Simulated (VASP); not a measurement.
# Si in VASP: notebook, part 2 of 2

VASP 6.6.1. The steps go on from the part before.

### Step 3. Single point, PBE (atoms displaced along several vibrational modes)

INCAR reads:

```
SYSTEM = Si
  ALGO = Normal
  EDIFF = 1E-6
  ENCUT = 520
  GGA = PE
  ISIF = 2
  ISMEAR = 0
  LASPH = .True.
  LCHARG = .False.
  LREAL = .False.
  LWAVE = .False.
  NBANDS = 26
  NELM = 60
  PREC = Accurate
  SIGMA = 0.05
```

KPOINTS reads:

```
k-points
0
Gamma
  10 10 4
  0 0 0
```

POSCAR reads:

```
Si
1.0
    0.0000000000      0.0000000000      3.8608359371
    3.3455832253     -3.3455832253     -1.9304179686
    6.6911664507      6.6911664507      0.0000000000
Si
8
Direct
   -0.0290510844      0.0000000000      0.1786105076
    0.4749695323      0.0000000000      0.6786105076
    0.4749695323      0.0000000000      0.3213894924
   -0.0290510844      0.0000000000      0.8213894924
    0.8263625086      0.6427789847      0.0000000000
    0.3704980282      0.6427789847      0.5000000000
    0.1835835239      0.3572210153      0.0000000000
    0.7277190435      0.3572210153      0.5000000000
```

Potentials or basis: VASP PAW PBE potentials, release 64 (Si).

Launch:

```console
cat potpaw_PBE.64/Si/POTCAR > POTCAR
mpirun -np 1 vasp_std > vasp.out
```

OUTCAR:

```text
SYSTEM = Si
   EDIFF = 1E-6
   ENCUT = 520
   GGA = PE
   ISIF = 2
   ISMEAR = 0
   LASPH = .True.
   LREAL = .False.
   NELM = 60
   PREC = Accurate

 ion  position               nearest neighbor table
   1  0.971  0.000  0.179-   3 2.34   3 2.37   7 2.39   5 2.39
   2  0.475  0.000  0.679-   4 2.34   4 2.37   8 2.41   6 2.41
   3  0.475  0.000  0.321-   1 2.34   1 2.37   8 2.41   6 2.41
   4  0.971  0.000  0.821-   2 2.34   2 2.37   7 2.39   5 2.39
   5  0.826  0.643  0.000-   7 2.36   7 2.36   1 2.39   4 2.39
   6  0.370  0.643  0.500-   8 2.36   8 2.36   2 2.41   3 2.41
   7  0.184  0.357  0.000-   5 2.36   5 2.36   4 2.39   1 2.39
[... 911 lines left out ...]
  Total       -0.5783170     -0.5783170     -0.3063097      0.0187856     -0.0000000      0.0000000
  in kB       -5.3603297     -5.3603297     -2.8391365      0.1741208     -0.0000000      0.0000000
  external PRESSURE =      -4.5199320 kB  Pullay stress =       0.0000000 kB

 VOLUME and BASIS-vectors are now :
 -----------------------------------------------------------------------------
  energy-cutoff  :      520.00
  volume of cell :      172.86
      direct lattice vectors                 reciprocal lattice vectors
     0.000000000  0.000000000  3.860835937     0.074725387 -0.074725387  0.259011265
     3.345583225 -3.345583225 -1.930417969     0.149450773 -0.149450773  0.000000000
     6.691166451  6.691166451  0.000000000     0.074725387  0.074725387  0.000000000

 POSITION                                       TOTAL-FORCE (eV/Angst)
 -----------------------------------------------------------------------------------
      1.19511      1.19511      3.74867        -0.037143     -0.037143      0.255099
      4.54070      4.54070      1.83378        -0.105372     -0.105372      0.246056
      2.15047      2.15047      1.83378         0.105372      0.105372      0.246056
      5.49605      5.49605      3.74867         0.037143      0.037143      0.255099
      2.15047     -2.15047      1.94962         0.024968     -0.024968     -0.099722
      5.49605      1.19511      0.18960         0.112148     -0.112148     -0.401433
      1.19511     -1.19511      0.01920        -0.024968      0.024968     -0.099722
      4.54070      2.15047      2.12002        -0.112148      0.112148     -0.401433
 -----------------------------------------------------------------------------------
    total drift:                                0.000000     -0.000000     -0.000020

  FREE ENERGIE OF THE ION-ELECTRON SYSTEM (eV)
  ---------------------------------------------------
  free  energy   TOTEN  =       -42.4645188786 eV

  energy  without entropy=      -42.4645179521  energy(sigma->0) =      -42.46451842
```

stdout:

```text
POSCAR found type information on POSCAR Si
 POSCAR found :  1 types and       8 ions
 scaLAPACK will be used
 LDA part: xc-table for (Slater+PW92), standard interpolation
 POSCAR, INCAR and KPOINTS ok, starting setup
 FFT: planning ... GRIDC
 FFT: planning ... GRID_SOFT
 FFT: planning ... GRID
 WAVECAR not read
 entering main loop
```

It took 11 min on 1 thread of AMD EPYC 7R13, shared host; peak memory 0.45 GiB.

What came out:

```yaml
Free_energy: -42.4645 eV
Pressure: -0.5 GPa
Largest_force: 0.432 eV/Å
Band_gap_on_the_k_mesh: 0.25 eV
```

Forces on the atoms (eV/Å):
```
Si  -0.037 -0.037  0.255
Si  -0.105 -0.105  0.246
Si   0.105  0.105  0.246
Si   0.037  0.037  0.255
Si   0.025 -0.025 -0.100
Si   0.112 -0.112 -0.401
Si  -0.025  0.025 -0.100
Si  -0.112  0.112 -0.401
```

Levels at points of the mesh, in eV from the valence-band top:
```tsv
k point	band 14	band 15	band 16	band 17	band 18	band 19
(0.00, 0.00, 0.00)	-1.50	-1.50	-0.53	1.32	1.49	1.49
(0.50, 0.00, 0.00)	-2.40	-2.37	-2.19	1.34	1.52	1.90
(0.00, 0.50, 0.00)	-0.50	0.00	0.00	0.62	1.54	1.88
(0.00, 0.00, 0.50)	-1.77	-1.57	-1.56	0.78	0.78	1.80
(0.50, 0.00, 0.50)	-2.31	-1.43	-1.42	0.81	0.82	2.21
(0.00, 0.50, 0.50)	-0.79	-0.58	-0.54	0.76	0.87	2.68
```

Caveat: the cell differs from its parent crystal (atoms displaced along several vibrational modes).

### Step 4. Single point, PBE (atoms displaced along a vibrational mode)

INCAR reads:

```
SYSTEM = Si
ALGO = Normal
EDIFF = 1E-6
ENCUT = 520
GGA = PE
ISIF = 2
ISMEAR = 0
LASPH = .TRUE.
LCHARG = .FALSE.
LREAL = .FALSE.
LWAVE = .FALSE.
NBANDS = 26
NELM = 80
PREC = Accurate
SIGMA = 0.05
```

KPOINTS reads:

```
k-points
0
G
  10 10 4
  0 0 0
```

POSCAR reads:

```
Si
1.0
    0.0000000000      0.0000000000      3.8608359371
    3.3455832253     -3.3455832253     -1.9304179686
    6.6911664507      6.6911664507      0.0000000000
Si
8
Direct
   -0.0405611641      0.0000000000      0.1786105076
    0.4594388359      0.0000000000      0.6786105076
    0.4594388359      0.0000000000      0.3213894924
   -0.0405611641      0.0000000000      0.8213894924
    0.8619506564      0.6427789847      0.0000000000
    0.3619506564      0.6427789847      0.5000000000
    0.2191716717      0.3572210153      0.0000000000
    0.7191716717      0.3572210153      0.5000000000
```

Launch:

```console
cat potpaw_PBE.64/Si/POTCAR > POTCAR
mpirun -np 1 vasp_std > vasp.out
```

Wall time 3 min (1 thread of Intel Xeon 6975P-C (Granite Rapids), shared host); peak memory 0.45 GiB.

The run converged. Its results:

```
Free energy            : -42.3576 eV
Pressure               : -0.8 GPa
Largest force          : 0.433 eV/Å
Band gap on the k mesh : 0.17 eV
```

Forces in eV/Å, atoms in the order of the input:
```
Si  -0.133 -0.133  0.390
Si  -0.133 -0.133  0.390
Si   0.133  0.133  0.390
Si   0.133  0.133  0.390
Si   0.133 -0.133 -0.390
Si   0.133 -0.133 -0.390
Si  -0.133  0.133 -0.390
Si  -0.133  0.133 -0.390
```

Stress tensor (GPa, compression positive):
```
-1.00  0.00  0.00
 0.00 -1.00  0.00
 0.00  0.00 -0.50
```

Levels at points of the mesh, in eV from the valence-band top:
| k point | band 14 | band 15 | band 16 | band 17 | band 18 | band 19 |
| --- | --- | --- | --- | --- | --- | --- |
| (0.00, 0.00, 0.00) | -1.55 | -1.55 | -0.52 | 1.38 | 1.40 | 1.43 |
| (0.50, 0.00, 0.00) | -2.44 | -2.31 | -2.31 | 1.36 | 1.36 | 1.95 |
| (0.00, 0.50, 0.00) | -0.72 | 0.00 | 0.00 | 0.77 | 1.40 | 1.82 |
| (0.00, 0.00, 0.50) | -1.82 | -1.61 | -1.61 | 0.72 | 0.72 | 1.77 |
| (0.50, 0.00, 0.50) | -2.34 | -1.44 | -1.44 | 0.75 | 0.75 | 2.17 |
| (0.00, 0.50, 0.50) | -0.98 | -0.57 | -0.57 | 0.83 | 0.83 | 2.66 |

Caveat: the cell differs from its parent crystal (atoms displaced along a vibrational mode).

### Step 5. The runs side by side

| cell | gap on the mesh (eV) | pressure (GPa) | largest force (eV/Å) |
| --- | --- | --- | --- |
| as given, atomic positions A | 0.14 | -0.9 | 0.62 |
| as given, atomic positions B | 0.25 | -0.5 | 0.43 |
| as given, atomic positions C | 0.17 | -0.8 | 0.43 |

Alike in all rows: task single point; level PBE; potentials or basis VASP PAW PBE potentials, release 64 (Si); no spin polarisation; k mesh 10 × 10 × 4; cutoff (eV) 520; smearing gaussian 0.05 eV.

Absolute energies hang on the potentials; compare differences alone.
